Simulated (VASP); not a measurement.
# ZnS (P6_3mc) in VASP: a series of runs, part 2 of 2

VASP 6.6.1. The steps go on from the part before.

## 4. Single point, r2SCAN (atoms displaced along a vibrational mode)

POSCAR

```
ZnS
1.0
    3.8087369172      0.0000000000      0.0000000000
   -1.9043684586      3.2984629266      0.0000000000
    0.0000000000      0.0000000000     12.4664651906
Zn S
4 4
Direct
    0.0000000000      0.0000000000      0.0121440268
    0.0000000000      0.0000000000      0.5121440268
    0.3333333333      0.6666666667      0.2380383371
    0.6666666667      0.3333333333      0.7380383371
    0.0000000000      0.0000000000      0.1901688080
    0.0000000000      0.0000000000      0.6901688080
    0.3333333333      0.6666666667      0.4346515799
    0.6666666667      0.3333333333      0.9346515799
```

INCAR.step1

```
SYSTEM = ZnS
ALGO = Normal
EDIFF = 1E-4
ENCUT = 520
GGA = PE
ISMEAR = 0
LASPH = .TRUE.
LCHARG = .FALSE.
LREAL = .FALSE.
LWAVE = .TRUE.
NBANDS = 46
NELM = 100
PREC = Accurate
SIGMA = 0.05
```

INCAR.step2

```
SYSTEM = ZnS
ALGO = Normal
EDIFF = 1E-6
ENCUT = 520
ISIF = 2
ISMEAR = 0
ISTART = 1
LASPH = .TRUE.
LCHARG = .FALSE.
LMIXTAU = .TRUE.
LREAL = .FALSE.
LWAVE = .FALSE.
METAGGA = R2SCAN
NBANDS = 46
NELM = 100
PREC = Accurate
SIGMA = 0.05
```

KPOINTS

```
k-points
0
G
  6 6 2
  0 0 0
```

Started as:

```console
$ cat potpaw_PBE.64/Zn/POTCAR potpaw_PBE.64/S/POTCAR > POTCAR
$ cp INCAR.step1 INCAR
$ mpirun -np 1 vasp_std > vasp.out
$ cp INCAR.step2 INCAR
$ mpirun -np 1 vasp_std > vasp.out
```

Run time: 3.2 min. Hardware: 1 thread of Intel Xeon 6975P-C (Granite Rapids), shared host; peak memory 0.32 GiB.

The run converged. Its results:

```
Free energy            : -75.0194 eV
Pressure               : 0.5 GPa
Largest force          : 1.653 eV/Å
Band gap on the k mesh : 2.37 eV
```

Forces in eV/Å, atoms in the order of the input:
```
Zn   0.000  0.000 -1.653
Zn   0.000  0.000 -1.653
Zn   0.000  0.000  1.166
Zn   0.000  0.000  1.166
S    0.000  0.000  0.125
S    0.000  0.000  0.125
S    0.000  0.000  0.363
S    0.000  0.000  0.363
```

Stress tensor (GPa, compression positive):
```
0.38 0.00 0.00
0.00 0.38 0.00
0.00 0.00 0.73
```

Levels at points of the mesh, in eV from the valence-band top:
```tsv
k point	band 34	band 35	band 36	band 37	band 38	band 39
(0.00, 0.00, 0.00)	-0.22	0.00	0.00	2.37	3.24	3.60
(0.50, 0.00, 0.00)	-1.26	-1.19	-0.88	3.36	3.48	3.64
(0.00, 0.00, 0.50)	-0.10	-0.10	-0.10	2.97	2.97	3.93
(0.50, 0.00, 0.50)	-1.71	-1.06	-1.06	3.62	3.62	4.31
```

Caveat: the cell differs from its parent crystal (atoms displaced along a vibrational mode); the PAW data sets were made with another functional, which shifts forces and pressure a little.

## 5. Single point, r2SCAN (atoms displaced along a vibrational mode)

POSCAR

```
ZnS
1.0
    3.8087369172      0.0000000000      0.0000000000
   -1.9043684586      3.2984629266      0.0000000000
    0.0000000000      0.0000000000     12.4664651906
Zn S
4 4
Direct
    0.0000000000      0.0000000000     -0.0059004216
    0.0000000000      0.0000000000      0.4940995784
    0.3333333333      0.6666666667      0.2560867571
    0.6666666667      0.3333333333      0.7560867571
    0.0000000000      0.0000000000      0.1857698107
    0.0000000000      0.0000000000      0.6857698107
    0.3333333333      0.6666666667      0.4390424780
    0.6666666667      0.3333333333      0.9390424780
```

INCAR.step1

```
ALGO = Normal
EDIFF = 1E-4
ENCUT = 520
GGA = PE
ISMEAR = 0
LASPH = True
LCHARG = False
LREAL = False
LWAVE = True
NBANDS = 46
NELM = 80
PREC = Accurate
SIGMA = 0.05
```

INCAR.step2

```
ALGO = Normal
EDIFF = 1E-6
ENCUT = 520
ISIF = 2
ISMEAR = 0
ISTART = 1
LASPH = True
LCHARG = False
LMIXTAU = True
LREAL = False
LWAVE = False
METAGGA = R2SCAN
NBANDS = 46
NELM = 80
PREC = Accurate
SIGMA = 0.05
```

KPOINTS

```
k-points
0
Gamma
  6 6 2
```

Started as:

```console
$ cat potpaw_PBE.64/Zn/POTCAR potpaw_PBE.64/S/POTCAR > POTCAR
$ cp INCAR.step1 INCAR
$ mpirun -np 1 vasp_std > vasp.out
$ cp INCAR.step2 INCAR
$ mpirun -np 1 vasp_std > vasp.out
```

Wall time 2.8 min (1 thread of Intel Xeon 6975P-C (Granite Rapids), shared host); peak memory 0.32 GiB.

It converged, with:

```
Free energy            : -75.3434 eV
Pressure               : 0.2 GPa
Largest force          : 0.765 eV/Å
Band gap on the k mesh : 2.66 eV
```

Forces on the atoms (eV/Å):
```
Zn   0.000  0.000  0.630
Zn   0.000  0.000  0.630
Zn   0.000  0.000 -0.765
Zn   0.000  0.000 -0.765
S    0.000  0.000  0.145
S    0.000  0.000  0.145
S    0.000  0.000 -0.009
S    0.000  0.000 -0.009
```

Levels at points of the mesh, in eV from the valence-band top:
```
           k point  band 34  band 35  band 36  band 37  band 38  band 39
(0.00, 0.00, 0.00)    -0.11     0.00     0.00     2.66     3.67     3.73
(0.50, 0.00, 0.00)    -1.41    -1.26    -0.90     3.63     3.67     4.24
(0.00, 0.00, 0.50)    -0.13    -0.13    -0.13     3.40     3.40     3.89
(0.50, 0.00, 0.50)    -1.59    -1.11    -1.11     3.98     3.98     4.46
```

Caveat: the cell differs from its parent crystal (atoms displaced along a vibrational mode); the PAW data sets were made with another functional, which shifts forces and pressure a little.

## 6. Single point, r2SCAN (atoms displaced along a vibrational mode)

POSCAR

```
ZnS
1.0
    3.8087369172      0.0000000000      0.0000000000
   -1.9043684586      3.2984629266      0.0000000000
    0.0000000000      0.0000000000     12.4664651906
Zn S
4 4
Direct
    0.0000000000      0.0000000000     -0.0239448701
    0.0000000000      0.0000000000      0.4760551299
    0.3333333333      0.6666666667      0.2741351771
    0.6666666667      0.3333333333      0.7741351771
    0.0000000000      0.0000000000      0.1813708133
    0.0000000000      0.0000000000      0.6813708133
    0.3333333333      0.6666666667      0.4434333761
    0.6666666667      0.3333333333      0.9434333761
```

INCAR.step1

```
SYSTEM = ZnS
  PREC = Accurate
  ENCUT = 520
  ISMEAR = 0
  SIGMA = 0.05
  LREAL = .False.
  LASPH = .True.
  NELM = 100
  NBANDS = 46
  GGA = PE
  ALGO = Normal
  EDIFF = 1E-4
  LWAVE = .True.
  LCHARG = .False.
```

INCAR.step2

```
SYSTEM = ZnS
  PREC = Accurate
  ENCUT = 520
  EDIFF = 1E-6
  ISMEAR = 0
  SIGMA = 0.05
  LREAL = .False.
  LASPH = .True.
  NELM = 100
  ALGO = Normal
  ISIF = 2
  LWAVE = .False.
  LCHARG = .False.
  METAGGA = R2SCAN
  LMIXTAU = .True.
  NBANDS = 46
  ISTART = 1
```

KPOINTS

```
Automatic mesh
0
Gamma
  6 6 2
  0 0 0
```

Potentials or basis: VASP PAW PBE potentials, release 64 (Zn, S).

Started as:

```console
$ cat potpaw_PBE.64/Zn/POTCAR potpaw_PBE.64/S/POTCAR > POTCAR
$ cp INCAR.step1 INCAR
$ mpirun -np 1 vasp_std > vasp.out
$ cp INCAR.step2 INCAR
$ mpirun -np 1 vasp_std > vasp.out
```

OUTCAR:

```text
SYSTEM = ZnS
   PREC = Accurate
   ENCUT = 520
   EDIFF = 1E-6
   ISMEAR = 0
   LREAL = .False.
   LASPH = .True.
   NELM = 100
   ISIF = 2
   METAGGA = R2SCAN
   ISTART = 1

 ion  position               nearest neighbor table
   1  0.000  0.000  0.976-   8 2.24   8 2.24   8 2.24   5 2.56
   2  0.000  0.000  0.476-   7 2.24   7 2.24   7 2.24   6 2.56
   3  0.333  0.667  0.274-   7 2.11   5 2.48   5 2.48   5 2.48
   4  0.667  0.333  0.774-   8 2.11   6 2.48   6 2.48   6 2.48
   5  0.000  0.000  0.181-   3 2.48   3 2.48   3 2.48   1 2.56
   6  0.000  0.000  0.681-   4 2.48   4 2.48   4 2.48   2 2.56
   7  0.333  0.667  0.443-   3 2.11   2 2.24   2 2.24   2 2.24
   8  0.667  0.333  0.943-   4 2.11   1 2.24   1 2.24   1 2.24

  LATTYP: Found a hexagonal cell.
 ALAT       =     3.8087369172
 C/A-ratio  =     3.2731232064

  Lattice vectors:

 A1 = (   3.8087369172,   0.0000000000,   0.0000000000)
 A2 = (  -1.9043684586,   3.2984629266,   0.0000000000)
 A3 = (   0.0000000000,   0.0000000000,  12.4664651906)

Analysis of symmetry for initial positions (statically):
=====================================================================
 Subroutine PRICEL returns:
 Original cell was already a primitive cell.

 Routine SETGRP: Setting up the symmetry group for a
 hexagonal supercell.

 Subroutine GETGRP returns: Found 12 space group operations
 (whereof  6 operations were pure point group operations)
 out of a pool of 24 trial point group operations.

The static configuration has the point symmetry C_3v.
 The point group associated with its full space group is C_6v.

Analysis of symmetry for dynamics (positions and initial velocities):
=====================================================================
 Subroutine PRICEL returns:
 Original cell was already a primitive cell.

 Routine SETGRP: Setting up the symmetry group for a
 hexagonal supercell.

[... 128 lines left out ...]
  Fermi-wavevector in a.u.,A,eV,Ry     =   1.263495  2.387660 21.720624  1.596421
  Thomas-Fermi vector in A             =   2.396849
   LORBIT       =      0    0 simple, 1 ext, 2 COOP (PROOUT), +10 PAW based schemes
   METAGGA = R2SCAN    functional components
   LHFCALC =     F    Hartree Fock is set to
   AEXX    =    0.0000 exact exchange contribution
   IVDW    =     0    specifies the selected vdW correction
   LEPSILON=     F    determine dielectric tensor
   LRPA    =     F    only Hartree local field effects (RPA)
 non-spin polarized calculation
 Gauss-broadening in eV      SIGMA  =   0.05
  energy-cutoff  :      520.00
  volume of cell :      156.62
 maximum number of plane-waves:      4251
   NGX = 15   NGY = 15   NGZ = 47

 number of electron      72.0000050 magnetization

 Free energy of the ion-electron system (eV)
  ---------------------------------------------------
  ext. energy  EPLUGINS =         0.00000000
  ---------------------------------------------------
  free energy    TOTEN  =       -73.73760293 eV

  energy without entropy =      -73.73760293  energy(sigma->0) =      -73.73760293

 E-fermi :   2.7863     XC(G=0): -10.3220

 val. band max:        2.5300255917   @ k =   0.0000   0.0000   0.0000
 cond. band min:       4.1927514441   @ k =   0.0000   0.0000   0.0000
 fundamental gap:      1.6627258525
 Fermi energy:         2.7862574321

 k-point     1 :       0.0000    0.0000    0.0000
  band No.  band energies     occupation
      1     -12.8513      2.00000
      2     -12.8015      2.00000
      3     -10.0907      2.00000
      4      -9.9506      2.00000
      5      -5.6478      2.00000
      6      -5.6478      2.00000
[... 675 lines left out ...]
     45       9.6796      0.00000
     46       9.6796      0.00000

------------------------ aborting loop because EDIFF is reached ----------------------------------------

  FORCE on cell =-STRESS in cart. coord.  units (eV):
  Direction    XX          YY          ZZ          XY          YZ          ZX
  --------------------------------------------------------------------------------------
  -------------------------------------------------------------------------------------
  Total        1.6487206      1.6487206      2.7795489      0.0000000      0.0000000      0.0000000
  in kB       16.8663748     16.8663748     28.4347225      0.0000000      0.0000000      0.0000000
  external PRESSURE =      20.7224907 kB  Pullay stress =       0.0000000 kB

 VOLUME and BASIS-vectors are now :
 -----------------------------------------------------------------------------
  energy-cutoff  :      520.00
  volume of cell :      156.62
      direct lattice vectors                 reciprocal lattice vectors
     3.808736917  0.000000000  0.000000000     0.262554233  0.151585757  0.000000000
    -1.904368459  3.298462927  0.000000000     0.000000000  0.303171514  0.000000000
     0.000000000  0.000000000 12.466465191     0.000000000  0.000000000  0.080215200

 POSITION                                       TOTAL-FORCE (eV/Angst)
 -----------------------------------------------------------------------------------
      0.00000      0.00000     12.16796         0.000000      0.000000      1.816222
      0.00000      0.00000      5.93472        -0.000000      0.000000      1.816222
     -0.00000      2.19898      3.41750         0.000000      0.000000     -3.857118
      1.90437      1.09949      9.65073         0.000000     -0.000000     -3.857118
      0.00000      0.00000      2.26105        -0.000000      0.000000      1.011922
      0.00000      0.00000      8.49429        -0.000000      0.000000      1.011922
     -0.00000      2.19898      5.52805        -0.000000      0.000000      1.028974
      1.90437      1.09949     11.76128        -0.000000      0.000000      1.028974
 -----------------------------------------------------------------------------------
    total drift:                               -0.000001     -0.000001      0.049590

  FREE ENERGIE OF THE ION-ELECTRON SYSTEM (eV)
  ---------------------------------------------------
  free  energy   TOTEN  =       -73.7376029286 eV

  energy  without entropy=      -73.7376029286  energy(sigma->0) =      -73.73760293
```

OUTCAR.step1:

```text
SYSTEM = ZnS
   PREC = Accurate
   ENCUT = 520
   ISMEAR = 0
   LREAL = .False.
   LASPH = .True.
   NELM = 100
[... 919 lines left out ...]
      0.00000      0.00000      8.49429        -0.000000      0.000000      0.910573
     -0.00000      2.19898      5.52805         0.000000      0.000000      1.122410
      1.90437      1.09949     11.76128        -0.000000     -0.000000      1.122410
 -----------------------------------------------------------------------------------
    total drift:                               -0.000001     -0.000001     -0.000531

  FREE ENERGIE OF THE ION-ELECTRON SYSTEM (eV)
  ---------------------------------------------------
  free  energy   TOTEN  =       -25.6892980476 eV

  energy  without entropy=      -25.6892980476  energy(sigma->0) =      -25.68929805
```

OSZICAR.step1:

```text
N       E                     dE             d eps       ncg     rms          rms(c)
DAV:   1     0.590089252032E+03    0.59009E+03   -0.32273E+04  1288   0.188E+03
DAV:   2     0.538477100644E+02   -0.53624E+03   -0.51633E+03  1288   0.436E+02
DAV:   3    -0.240847319325E+02   -0.77932E+02   -0.76457E+02  1424   0.153E+02
DAV:   4    -0.278649767499E+02   -0.37802E+01   -0.37640E+01  1576   0.336E+01
DAV:   5    -0.279230892218E+02   -0.58112E-01   -0.58089E-01  1524   0.425E+00    0.152E+01
DAV:   6    -0.257212995275E+02    0.22018E+01   -0.42715E+00  1966   0.469E+01    0.117E+01
DAV:   7    -0.257507588053E+02   -0.29459E-01   -0.49368E+00  1498   0.106E+01    0.455E+00
DAV:   8    -0.256911939255E+02    0.59565E-01   -0.51697E-01  1632   0.737E+00    0.139E+00
DAV:   9    -0.256877458110E+02    0.34481E-02   -0.13900E-01  1592   0.548E+00    0.426E-01
DAV:  10    -0.256885929511E+02   -0.84714E-03   -0.28967E-02  1532   0.256E+00    0.309E-01
DAV:  11    -0.256892061015E+02   -0.61315E-03   -0.41082E-03  1716   0.641E-01    0.138E-01
DAV:  12    -0.256892787227E+02   -0.72621E-04   -0.14513E-03  1640   0.526E-01    0.670E-02
DAV:  13    -0.256892980476E+02   -0.19325E-04   -0.45155E-04  1328   0.153E-01
   1 F= -.25689298E+02 E0= -.25689298E+02  d E =-.110598E-16
```

Wall time 3.2 min (1 thread of Intel Xeon 6975P-C (Granite Rapids), shared host); peak memory 0.32 GiB.

What came out:

```
Free energy            : -73.7376 eV
Pressure               : 2.1 GPa
Largest force          : 3.857 eV/Å
Band gap on the k mesh : 1.66 eV
```

Forces in eV/Å, atoms in the order of the input:
```
Zn   0.000  0.000  1.816
Zn   0.000  0.000  1.816
Zn   0.000  0.000 -3.857
Zn   0.000  0.000 -3.857
S    0.000  0.000  1.012
S    0.000  0.000  1.012
S    0.000  0.000  1.029
S    0.000  0.000  1.029
```

Stress tensor (GPa, compression positive):
```
1.69 0.00 0.00
0.00 1.69 0.00
0.00 0.00 2.84
```

Caveat: the cell differs from its parent crystal (atoms displaced along a vibrational mode); the PAW data sets were made with another functional, which shifts forces and pressure a little. A k mesh can miss the band edges.

## 7. Summary

| cell | gap on the mesh (eV) | pressure (GPa) | largest force (eV/Å) |
| --- | --- | --- | --- |
| as given, atomic positions A | 1.61 | 2.0 | 3.90 |
| as given, atomic positions B | 2.06 | 1.2 | 2.66 |
| as given, atomic positions C | 2.37 | 0.5 | 1.65 |
| as given, atomic positions D | 2.66 | 0.2 | 0.77 |
| as given, atomic positions E | 1.66 | 2.1 | 3.86 |

Alike in all rows: task single point; level r2SCAN; potentials or basis VASP PAW PBE potentials, release 64 (Zn, S); no spin polarisation; k mesh 6 × 6 × 2; cutoff (eV) 520; smearing gaussian 0.05 eV.

Caveats: the PAW data sets were made with another functional, which shifts forces and pressure a little.

Total energies depend on the potentials used, so only differences within one code and one set of settings carry meaning.
